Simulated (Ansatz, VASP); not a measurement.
## P in VASP and in Ansatz

The input INCAR:

```
SYSTEM = P
PREC = Accurate
ENCUT = 520
EDIFF = 1E-6
ISMEAR = 0
SIGMA = 0.15
LREAL = .FALSE.
LASPH = .TRUE.
NELM = 100
ALGO = Normal
ISIF = 2
LWAVE = .FALSE.
LCHARG = .FALSE.
GGA = PS
IVDW = 12
NBANDS = 12
```

The input KPOINTS:

```
Automatic mesh
0
G
  20 20 20
  0 0 0
```

The input POSCAR:

```
P
1.0
   -1.7146842933      2.5496236348      1.8090357972
    1.7146842933     -2.5496236348      1.8090357972
    1.7146842933      2.5496236348     -1.8090357972
P
2
Direct
    0.8033091100      0.0533091100      0.7500000000
    0.1966908900      0.9466908900      0.2500000000
```

Input for Ansatz:

```yaml
crystal:
  lattice:
    - [-1.7146842933, 2.5496236348, 1.8090357972]
    - [1.7146842933, -2.5496236348, 1.8090357972]
    - [1.7146842933, 2.5496236348, -1.8090357972]
  atoms:
    - { symbol: P, position: [0.80330911, 0.05330911, 0.75] }
    - { symbol: P, position: [0.19669089, 0.94669089, 0.25] }
basis:
  ecutwfc: 420
kpoints:
  mp_grid: { grid: [20, 20, 20] }
hamiltonian:
  xc: pbesol
  dispersion: d3bj
scf:
  occupations: { method: gaussian, width: 0.15 }
output:
  forces: true
  stress: true
  eigenvalues: true
```

Alike in both runs: task single point; functional PBEsol; dispersion D3(BJ); k mesh 20 × 20 × 20; occupations gaussian, width 0.15 eV; no spin polarisation.

|  | VASP | Ansatz |
| --- | --- | --- |
| version | VASP 6.6.1 | Ansatz 0.2.0 |
| potentials or method | VASP PAW PBE potentials, release 64 (P), cutoff 520 eV | scalar-relativistic, plane waves, PAW |
| valence electrons in the cell | 10 | 10 |

```csv
,VASP,Ansatz,Ansatz less VASP
gap on the k mesh at the Fermi level (eV),none,none,-
pressure (GPa),-4.9,-4.9,-0.03
"traceless stress, the component that is largest in VASP (GPa)",-4.68,-4.78,-0.105
rms of the force components (eV/Å),0.343,0.363,+0.0200
```

VASP's potentials were made for PBE, not for PBEsol. Atom by atom the forces differ by 0.020 eV/Å (rms over components). A gap of «none» marks a metal or a gap that the smearing closes.
